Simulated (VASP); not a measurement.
# Cu (P6_3/mmc) in VASP: a series of runs

Cu is run at these levels: PBEsol; tasks: single point.

All numbers are computed with VASP 6.6.1; they aren't measurements. Logs are shortened: lines on timing, memory, paths and dates and some standing lists are left out, and cuts for length are marked.

## 1. The cell of the first run

The structure is hexagonal, space group P6_3/mmc (No. 194). Conventional cell: a = 2.534 Å, b = 2.534 Å, c = 4.113 Å, α = 90.00°, β = 90.00°, γ = 120.00°. Within 3.3 Å of Cu (site symmetry -6m2) lie 12 Cu at 2.52 to 2.53 Å.

This isn't the form of Cu at room conditions, which is fcc.

## 2. Single point, PBEsol

INCAR reads:

```
PREC = Accurate ; ENCUT = 600
EDIFF = 1E-6 ; ISMEAR = 1
SIGMA = 0.5 ; LREAL = F
LASPH = T ; NELM = 120
ALGO = Normal ; ISIF = 2
LWAVE = F ; LCHARG = T
GGA = PS ; LELF = T
LVHAR = T ; NBANDS = 18
GGA_COMPAT = F
```

KPOINTS reads:

```
regular mesh
0
Gamma
  12 12 7
```

POSCAR reads:

```
Cu
1.0
    2.5340970000      0.0000000000      0.0000000000
   -1.2670485000      2.1945923777      0.0000000000
    0.0000000000      0.0000000000      4.1125710000
Cu
2
Direct
    0.3333333333      0.6666666667      0.2500000000
    0.6666666667      0.3333333333      0.7500000000
```

Potentials or basis: VASP PAW PBE potentials, release 64 (Cu).

The run is started by

```console
> cat potpaw_PBE.64/Cu/POTCAR > POTCAR
> mpirun -np 1 vasp_std > vasp.out
```

OUTCAR:

```text
PREC = Accurate
   ENCUT = 600
   EDIFF = 1E-6
   ISMEAR = 1
   LREAL = F
   LASPH = T
   NELM = 120
   ISIF = 2
   GGA = PS

 ion  position               nearest neighbor table
   1  0.333  0.667  0.250-   2 2.52   2 2.52   2 2.52   2 2.52   2 2.52   2 2.52
   2  0.667  0.333  0.750-   1 2.52   1 2.52   1 2.52   1 2.52   1 2.52   1 2.52

  LATTYP: Found a hexagonal cell.
 ALAT       =     2.5340970000
 C/A-ratio  =     1.6228940723

  Lattice vectors:

 A1 = (   2.5340970000,   0.0000000000,   0.0000000000)
 A2 = (  -1.2670485000,   2.1945923777,   0.0000000000)
 A3 = (   0.0000000000,   0.0000000000,   4.1125710000)

Analysis of symmetry for initial positions (statically):
=====================================================================
 Subroutine PRICEL returns:
 Original cell was already a primitive cell.

 Routine SETGRP: Setting up the symmetry group for a
 hexagonal supercell.

 Subroutine GETGRP returns: Found 24 space group operations
 (whereof 12 operations were pure point group operations)
 out of a pool of 24 trial point group operations.

The static configuration has the point symmetry D_3d.
 The point group associated with its full space group is D_6h.

Analysis of symmetry for dynamics (positions and initial velocities):
=====================================================================
 Subroutine PRICEL returns:
 Original cell was already a primitive cell.

 Routine SETGRP: Setting up the symmetry group for a
 hexagonal supercell.

 Subroutine GETGRP returns: Found 24 space group operations
 (whereof 12 operations were pure point group operations)
 out of a pool of 24 trial point group operations.

The dynamic configuration has the point symmetry D_3d.
 The point group associated with its full space group is D_6h.

 Subroutine INISYM returns: Found 24 space group operations
 (whereof 12 operations are pure point group operations),
 and found     1 'primitive' translations

----------------------------------------------------------------------------------------

                                     Primitive cell

  volume of cell :      22.8713

  direct lattice vectors                    reciprocal lattice vectors
     2.534097000  0.000000000  0.000000000     0.394617886  0.227832742  0.000000000
    -1.267048500  2.194592378  0.000000000     0.000000000  0.455665485  0.000000000
     0.000000000  0.000000000  4.112571000     0.000000000  0.000000000  0.243156896

  length of vectors
     2.534097000  2.534097000  4.112571000     0.455665485  0.455665485  0.243156896

  position of ions in fractional coordinates (direct lattice)
     0.333333333  0.666666667  0.250000000
     0.666666667  0.333333333  0.750000000

  ion indices of the primitive-cell ions
   primitive index   ion index
                 1           1
                 2           2

----------------------------------------------------------------------------------------

 KPOINTS: regular mesh

Automatic generation of k-mesh.
 Grid dimensions read from file:
 generate k-points for:   12   12    7

 Generating k-lattice:

  Cartesian coordinates                     Fractional coordinates (reciprocal lattice)
     0.032884824  0.018986062  0.000000000     0.083333333  0.000000000  0.000000000
     0.000000000  0.037972124  0.000000000     0.000000000  0.083333333  0.000000000
     0.000000000  0.000000000  0.034736699     0.000000000  0.000000000  0.142857143

  Length of vectors
     0.037972124  0.037972124  0.034736699

  Shift w.r.t. Gamma in fractional coordinates (k-lattice)
     0.000000000  0.000000000  0.000000000

 Subroutine IBZKPT returns following result:
 ===========================================

 Found     76 irreducible k-points:

 Following reciprocal coordinates:
            Coordinates               Weight
  0.000000  0.000000  0.000000      1.000000
  0.083333  0.000000  0.000000      6.000000
  0.166667  0.000000  0.000000      6.000000
  0.250000  0.000000  0.000000      6.000000
  0.333333  0.000000  0.000000      6.000000
  0.416667  0.000000  0.000000      6.000000
[... 16 lines left out ...]
  0.250000  0.000000  0.142857     12.000000
  0.333333  0.000000  0.142857     12.000000
 [... further k-points ...]
   k-points           NKPTS =     76   k-points in BZ     NKDIM =     76   number of bands    NBANDS=     18
   number of dos      NEDOS =    301   number of ions     NIONS =      2
   total plane-waves  NPLWV =  14400
   dimension x,y,z NGX =    20 NGY =   20 NGZ =   36
   dimension x,y,z NGXF=    40 NGYF=   40 NGZF=   72
   ions per type =               2
   NGX,Y,Z   is equivalent  to a cutoff of  13.12, 13.12, 14.55 a.u.
   NGXF,Y,Z  is equivalent  to a cutoff of  26.24, 26.24, 29.11 a.u.
 SYSTEM =  unknown system
   PREC   = accura    normal or accurate (medium, high low for compatibility)
   ISTART =      0    job   : 0-new  1-cont  2-samecut
   ICHARG =      2    charge: 1-file 2-atom 10-const
   ISPIN  =      1    spin polarized calculation?
   LNONCOLLINEAR =      F non collinear calculations
   LSORBIT =      F    spin-orbit coupling
   LASPH  =      T    aspherical Exc in radial PAW
   ENCUT  =  600.0 eV  44.10 Ry    6.64 a.u.   5.06  5.06  8.21*2*pi/ulx,y,z
   NELM   =    120;   NELMIN=  2; NELMDL= -5     # of ELM steps
   EDIFF  = 0.1E-05   stopping-criterion for ELM
   LREAL  =      F    real-space projection
   EDIFFG = 0.1E-04   stopping-criterion for IOM
   NSW    =      0    number of steps for IOM
   IBRION =     -1    ionic relax: 0-MD 1-quasi-New 2-CG
   NFREE  =      0    steps in history (QN), initial steepest desc. (CG)
   ISIF   =      2    stress and relaxation
   ISYM   =      2    0-nonsym 1-usesym 2-fastsym
   POTIM  = 0.5000    time-step for ionic-motion
   TEBEG  =    0.0;   TEEND  =   0.0 temperature during run
   PSTRESS=    0.0 pullay stress
   NELECT =      22.0000    total number of electrons
   NUPDOWN=      -1.0000    fix difference up-down
   EMIN   =  10.00;   EMAX   =-10.00  energy-range for DOS
   EFERMI =   0.00;   METHOD = LEGACY
   ISMEAR =     1;   SIGMA  =   0.50  broadening in eV -4-tet -1-fermi 0-gaus
   EFERMI_NEDOS =   21; number of points for ismear=-14 and -15
   IALGO  =     38    algorithm
   IMIX   =      4    mixing-type and parameters
     AMIX     =   0.40;   BMIX     =  1.00
     AMIX_MAG =   1.60;   BMIX_MAG =  1.00
  volume/ion in A,a.u.               =      11.44        77.17
  Fermi-wavevector in a.u.,A,eV,Ry     =   1.616040  3.053874 35.532794  2.611587
  Thomas-Fermi vector in A             =   2.710691
   LORBIT       =      0    0 simple, 1 ext, 2 COOP (PROOUT), +10 PAW based schemes
   GGA     = PS    functional components
   LHFCALC =     F    Hartree Fock is set to
   AEXX    =    0.0000 exact exchange contribution
   IVDW    =     0    specifies the selected vdW correction
   LEPSILON=     F    determine dielectric tensor
   LRPA    =     F    only Hartree local field effects (RPA)
 non-spin polarized calculation
 Methfessel and Paxton  Order N= 1 SIGMA  =   0.50
  energy-cutoff  :      600.00
  volume of cell :       22.87
 maximum number of plane-waves:       774
   NGX = 11   NGY = 11   NGZ = 17

 number of electron      21.9999991 magnetization

 Free energy of the ion-electron system (eV)
  ---------------------------------------------------
  ext. energy  EPLUGINS =         0.00000000
  ---------------------------------------------------
  free energy    TOTEN  =        -8.58989215 eV

  energy without entropy =       -8.57487814  energy(sigma->0) =       -8.58488748

 E-fermi :   7.7731     XC(G=0): -13.0968

 val. band max:        7.7392260147   @ k =   0.0833   0.0833   0.1429
 cond. band min:       7.7744564578   @ k =   0.2500   0.2500   0.2857
 fundamental gap:      0.0352304431
 Fermi energy:         7.7731425464

 k-point     1 :       0.0000    0.0000    0.0000
  band No.  band energies     occupation
      1      -1.8329      2.00000
      2       2.5375      2.00000
      3       4.6956      2.00000
      4       4.7385      2.00000
      5       4.7385      2.00000
      6       4.9631      2.00000
[... 10 lines left out ...]
     17      31.5246      0.00000
     18      31.5247      0.00000

 k-point     2 :       0.0833    0.0000    0.0000
  band No.  band energies     occupation
      1      -1.6043      2.00000
      2       2.6685      2.00000
      3       4.5552      2.00000
      4       4.8234      2.00000
      5       4.8525      2.00000
      6       4.9270      2.00000
[... 10 lines left out ...]
     17      32.5190      0.00000
     18      32.6568      0.00000

 k-point     3 :       0.1667    0.0000    0.0000
  band No.  band energies     occupation
      1      -0.9344      2.00000
      2       2.9999      2.00000
      3       4.3542      2.00000
      4       4.5350      2.00000
      5       4.7913      2.00000
      6       5.0623      2.00000
[... 10 lines left out ...]
     17      29.7976      0.00000
     18      31.6460      0.00000

 k-point     4 :       0.2500    0.0000    0.0000
  band No.  band energies     occupation
      1       0.1158      2.00000
      2       3.3039      2.00000
      3       3.9839      2.00000
      4       4.2119      2.00000
      5       4.7069      2.00000
      6       4.9084      2.00000
[... 375 lines left out ...]
      4       4.3748      2.00000
      5       4.7395      2.00000
      6       4.9415      2.00000
[... 10 lines left out ...]
     17      28.8662      0.00000
     18      30.6378      0.00000

 k-point    23 :       0.2500    0.0000    0.1429
  band No.  band energies     occupation
      1       0.2812      2.00000
      2       3.2927      2.00000
      3       3.8837      2.00000
      4       4.2418      2.00000
      5       4.6280      2.00000
      6       4.9276      2.00000
[... 10 lines left out ...]
     17      27.4321      0.00000
     18      29.5717      0.00000

 k-point    24 :       0.3333    0.0000    0.1429
  band No.  band energies     occupation
      1       1.4940      2.00000
      2       3.3079      2.00000
      3       3.5922      2.00000
      4       4.1900      2.00000
      5       4.7376      2.00000
      6       4.8180      2.00000
[... 10 lines left out ...]
     17      25.4877      0.00000
     18      27.7803      0.00000

 [... further k-points ...]
[... 5 lines left out ...]
  --------------------------------------------------------------------------------------
  -------------------------------------------------------------------------------------
  Total       -0.1527888     -0.1527888      0.0150158      0.0000000      0.0000000      0.0000000
  in kB      -10.7031502    -10.7031502      1.0518867      0.0000000      0.0000000      0.0000000
  external PRESSURE =      -6.7848046 kB  Pullay stress =       0.0000000 kB

 VOLUME and BASIS-vectors are now :
 -----------------------------------------------------------------------------
  energy-cutoff  :      600.00
  volume of cell :       22.87
      direct lattice vectors                 reciprocal lattice vectors
     2.534097000  0.000000000  0.000000000     0.394617886  0.227832742  0.000000000
    -1.267048500  2.194592378  0.000000000     0.000000000  0.455665485  0.000000000
     0.000000000  0.000000000  4.112571000     0.000000000  0.000000000  0.243156896

 POSITION                                       TOTAL-FORCE (eV/Angst)
 -----------------------------------------------------------------------------------
     -0.00000      1.46306      1.02814        -0.000000      0.000000      0.000000
      1.26705      0.73153      3.08443         0.000000     -0.000000      0.000000
 -----------------------------------------------------------------------------------
    total drift:                               -0.000000      0.000000     -0.000000

  FREE ENERGIE OF THE ION-ELECTRON SYSTEM (eV)
  ---------------------------------------------------
  free  energy   TOTEN  =        -8.5898921482 eV

  energy  without entropy=       -8.5748781358  energy(sigma->0) =       -8.58488748
```

Wall time 12 s (1 thread of Intel Xeon 6975P-C (Granite Rapids), shared host); peak memory 0.15 GiB.

Results:

```yaml
Free_energy: -8.5899 eV
Pressure: -0.7 GPa
Band_gap_on_the_k_mesh: zero (bands 11 and 12 overlap by 5.93 eV)
```

Levels at points of the mesh, in eV from the Fermi level:
```csv
k point,band 7,band 8,band 9,band 10,band 11,band 12,band 13,band 14,band 15,band 16
"(0.00, 0.00, 0.00)",-2.81,-2.53,-2.53,-1.73,-1.73,-1.04,4.02,21.55,22.07,22.07
"(0.50, 0.00, 0.00)",-2.77,-1.64,-1.57,-1.53,0.00,1.61,7.93,8.36,10.91,11.35
```

Caveat: so wide a smearing shifts energies and pressures; the PAW data sets were made with another functional, which shifts forces and pressure a little.

## 3. Single point, PBEsol

INCAR reads:

```
PREC     = Accurate       # precision mode
ENCUT    = 600            # plane-wave cutoff, eV
EDIFF    = 1E-6           # SCF threshold, eV
ISMEAR   = 1              # smearing method
SIGMA    = 0.3            # smearing width, eV
LREAL    = False          # projectors in reciprocal space
LASPH    = True           # aspherical terms in the spheres
NELM     = 120            # most SCF steps
ALGO     = Normal         # electronic algorithm
ISIF     = 2              # what is computed and relaxed
LWAVE    = False          # write WAVECAR
LCHARG   = False          # write CHGCAR
GGA      = PS             # functional
NBANDS   = 18             # bands
GGA_COMPAT= False
```

KPOINTS is that of step 2.

POSCAR is that of step 2.

Potentials or basis: VASP PAW PBE potentials, release 64 (Cu).

The run is started by

```console
> cat potpaw_PBE.64/Cu/POTCAR > POTCAR
> mpirun -np 1 vasp_std > vasp.out
```

It took 12 s on 1 thread of Intel Xeon 6975P-C (Granite Rapids), shared host; peak memory 0.15 GiB.

Results (log left out):

```
Free energy            : -8.5848 eV
Pressure               : -0.6 GPa
Band gap on the k mesh : zero (bands 11 and 12 overlap by 5.93 eV)
```

Stress tensor (GPa, compression positive):
```
-0.79  0.00  0.00
 0.00 -0.79  0.00
 0.00  0.00 -0.34
```

Levels at points of the mesh, in eV from the Fermi level:
| k point | band 7 | band 8 | band 9 | band 10 | band 11 | band 12 | band 13 | band 14 | band 15 | band 16 |
| --- | --- | --- | --- | --- | --- | --- | --- | --- | --- | --- |
| (0.00, 0.00, 0.00) | -2.79 | -2.51 | -2.51 | -1.71 | -1.71 | -1.03 | 4.04 | 21.56 | 22.09 | 22.09 |
| (0.50, 0.00, 0.00) | -2.75 | -1.62 | -1.56 | -1.51 | 0.02 | 1.63 | 7.95 | 8.37 | 10.93 | 11.36 |

Caveat: so wide a smearing shifts energies and pressures; the PAW data sets were made with another functional, which shifts forces and pressure a little.

## 4. Single point, PBEsol

INCAR reads:

```
SYSTEM = Cu
PREC = Accurate
ENCUT = 600
EDIFF = 1E-6
ISMEAR = 1
SIGMA = 0.2
LREAL = .False.
LASPH = .True.
NELM = 120
ALGO = Normal
ISIF = 2
LWAVE = .False.
LCHARG = .False.
GGA = PS
NBANDS = 18
GGA_COMPAT = .False.
```

KPOINTS reads:

```
Automatic mesh
0
Gamma
  12 12 7
  0 0 0
```

POSCAR is that of step 3.

The run is started by

```console
> cat potpaw_PBE.64/Cu/POTCAR > POTCAR
> mpirun -np 1 vasp_std > vasp.out
```

Run time: 12 s. Hardware: 1 thread of Intel Xeon 6975P-C (Granite Rapids), shared host; peak memory 0.15 GiB.

It converged, with:

| Property | Result |
| --- | --- |
| Free energy | -8.5836 eV |
| Pressure | -0.6 GPa |
| Band gap on the k mesh | zero (bands 11 and 12 overlap by 5.93 eV) |

Stress tensor (GPa, compression positive):
```
-0.68  0.00  0.00
 0.00 -0.68  0.00
 0.00  0.00 -0.56
```

Levels at points of the mesh, in eV from the Fermi level:
| k point | band 8 | band 9 | band 10 | band 11 | band 12 | band 13 | band 14 | band 15 |
| --- | --- | --- | --- | --- | --- | --- | --- | --- |
| (0.00, 0.00, 0.00) | -2.50 | -2.50 | -1.70 | -1.70 | -1.02 | 4.05 | 21.57 | 22.10 |
| (0.50, 0.00, 0.00) | -1.61 | -1.54 | -1.50 | 0.03 | 1.64 | 7.96 | 8.39 | 10.94 |

Caveat: the PAW data sets were made with another functional, which shifts forces and pressure a little.

## 5. Single point, PBEsol

INCAR reads:

```
PREC = Accurate
ENCUT = 600
EDIFF = 1E-6
ISMEAR = 1
SIGMA = 0.1
LREAL = F
LASPH = T
NELM = 120
ALGO = Normal
ISIF = 2
LWAVE = F
LCHARG = F
GGA = PS
NBANDS = 18
GGA_COMPAT = F
```

KPOINTS reads:

```
Automatic mesh
0
Gamma
  12 12 7
```

POSCAR is that of step 4.

The run is started by

```console
> cat potpaw_PBE.64/Cu/POTCAR > POTCAR
> mpirun -np 1 vasp_std > vasp.out
```

It took 12 s on 1 thread of Intel Xeon 6975P-C (Granite Rapids), shared host; peak memory 0.16 GiB.

Results (log left out):

```
Free energy            : -8.5833 eV
Pressure               : -0.7 GPa
Band gap on the k mesh : zero (bands 11 and 12 overlap by 5.93 eV)
```

Stress tensor (GPa, compression positive):
```
-0.72  0.00  0.00
 0.00 -0.72  0.00
 0.00  0.00 -0.55
```

Levels at points of the mesh, in eV from the Fermi level:
| k point | band 8 | band 9 | band 10 | band 11 | band 12 | band 13 | band 14 | band 15 |
| --- | --- | --- | --- | --- | --- | --- | --- | --- |
| (0.00, 0.00, 0.00) | -2.51 | -2.51 | -1.70 | -1.70 | -1.02 | 4.04 | 21.57 | 22.09 |
| (0.50, 0.00, 0.00) | -1.61 | -1.55 | -1.51 | 0.03 | 1.64 | 7.95 | 8.38 | 10.93 |

Caveat: the PAW data sets were made with another functional, which shifts forces and pressure a little.

## 6. The runs side by side

```tsv
smearing	gap on the mesh (eV)	pressure (GPa)
methfessel-paxton 0.5 eV	none	-0.7
methfessel-paxton 0.3 eV	none	-0.6
methfessel-paxton 0.2 eV	none	-0.6
methfessel-paxton 0.1 eV	none	-0.7
```

Alike in all rows: task single point; level PBEsol; potentials or basis VASP PAW PBE potentials, release 64 (Cu); no spin polarisation; cell as given; k mesh 12 × 12 × 7; cutoff (eV) 600.

Caveats: the PAW data sets were made with another functional, which shifts forces and pressure a little; so wide a smearing shifts energies and pressures (at least some runs).

Total energies depend on the potentials used, so only differences within one code and one set of settings carry meaning.
